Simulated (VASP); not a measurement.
## HfOs3W: relaxation of cell and atoms with PBE

HfOs3W:

```
Hf Os W
1.0
     4.20006    0.00000    0.00000
     0.00000    4.20006    0.00000
     0.00000    0.00000    4.20006
Hf Os W
1 3 1
Cartesian
  0.0000 0.0000 0.0000
  0.0000 2.1000 2.1000
  2.1000 2.1000 0.0000
  2.1000 0.0000 2.1000
  2.1000 2.1000 2.1000
```

```
Program                : VASP 6.6.1
Task                   : relaxation of cell and atoms
Functional             : PBE
Potentials or basis    : VASP PAW PBE potentials, release 64 (Hf_pv, Os, W_sv)
Cutoff                 : 600 eV
k mesh                 : 4 × 4 × 4
Occupations            : gaussian, width 0.1 eV
Spin                   : no spin polarisation
Dipole correction      : no
Further INCAR settings : ALGO = Normal; EDIFF = 1e-06; IBRION = 2; EDIFFG = -0.04; NSW = 90; ISIF = 3
```

* Relaxed volume: 20.69 Å³/atom
* Relaxed cell: a = 4.694 Å, b = 4.694 Å, c = 4.694 Å, α = 90.00°, β = 90.00°, γ = 90.00°
* Space group after relaxing (to 0.05 Å): Pm-3m (No. 221)
* Energy gained by relaxing: 1714.6 meV/atom
* Ionic steps: 7
* Pressure after relaxing: -0.1 GPa
* Band gap on the k mesh: zero (band 24 reaches 6.55 eV, above the bottom of band 25 at 5.13 eV)

The path:
| step | energy change (eV) | largest force (eV/Å) | pressure (GPa) | volume (Å³) |
| --- | --- | --- | --- | --- |
| 1 | 0.0000 | 0.0000 | 126.76 | 74.09 |
| 2 | 16.4066 | 0.0000 | -14.60 | 284.32 |
| 3 | 6.0624 | 0.0000 | -25.47 | 199.93 |
| 4 | -3.2701 | 0.0000 | -28.55 | 146.21 |
| 5 | -8.5342 | 0.0000 | -4.45 | 106.10 |
| 6 | -8.5677 | 0.0000 | 1.73 | 102.44 |
| 7 | -8.5728 | 0.0000 | -0.05 | 103.43 |

Final structure:
```
CELL_PARAMETERS angstrom
4.69410 0.00000 0.00000
0.00000 4.69410 0.00000
0.00000 0.00000 4.69410
ATOMIC_POSITIONS crystal
Hf 0.00000 0.00000 0.00000
Os 0.00000 0.50000 0.50000
Os 0.50000 0.50000 0.00000
Os 0.50000 0.00000 0.50000
W 0.50000 0.50000 0.50000
```

Levels at points of the mesh, in eV from the Fermi level:
```csv
k point,band 22,band 23,band 24,band 25,band 26,band 27
"(0.00, 0.00, 0.00)",0.12,0.49,0.70,0.70,0.70,1.16
"(0.50, 0.00, 0.00)",-1.23,-0.89,0.13,0.48,0.65,1.11
"(0.50, 0.50, 0.00)",-1.39,-1.38,-0.53,-0.01,0.07,0.15
"(0.50, 0.50, 0.50)",-1.07,-1.07,-0.71,-0.71,0.14,0.14
```

Run time: 2.6 min on 1 thread of Intel(R) Xeon(R) 6975P-C (Granite Rapids), with other jobs on the host, peak memory 0.22 GiB.

Caveat: the k points lie up to 0.33 Å⁻¹ apart in the final cell; the volume moved by over 15 % at a fixed basis, so the end points are rough; spin-orbit coupling is left out, which moves the levels of the heavy elements.
